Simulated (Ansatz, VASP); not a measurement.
**NbP in VASP and in Ansatz**

```
Nb P
1.0
     0.00000    2.79361    2.79361
     2.79361    0.00000    2.79361
     2.79361    2.79361    0.00000
Nb P
1 1
Direct
  0.00000 0.00000 0.00000
  0.25000 0.25000 0.25000
```

Alike in both runs: functional PBE; k mesh 12 × 12 × 12; occupations fermi-dirac, width 0.08 eV; no spin polarisation.

Ansatz relaxed the structure, and its values are those at the end. VASP's run is a single point on that final structure, the one shown.

|  | VASP | Ansatz |
| --- | --- | --- |
| version | VASP 6.6.1 | Ansatz 0.2.0 |
| potentials or method | VASP PAW PBE potentials, release 64 (Nb_sv, P) | PAW with Ansatz's default frozen-core files, scalar-relativistic |
| plane-wave cutoff (eV) | 500 | 420 |
| valence electrons in the cell | 18 | 18 |

```tsv
	VASP	Ansatz	Ansatz less VASP
pressure (GPa)	-0.3	0.0	+0.24
```

With one functional, cell and mesh, what is left measures potentials, basis and numerics.
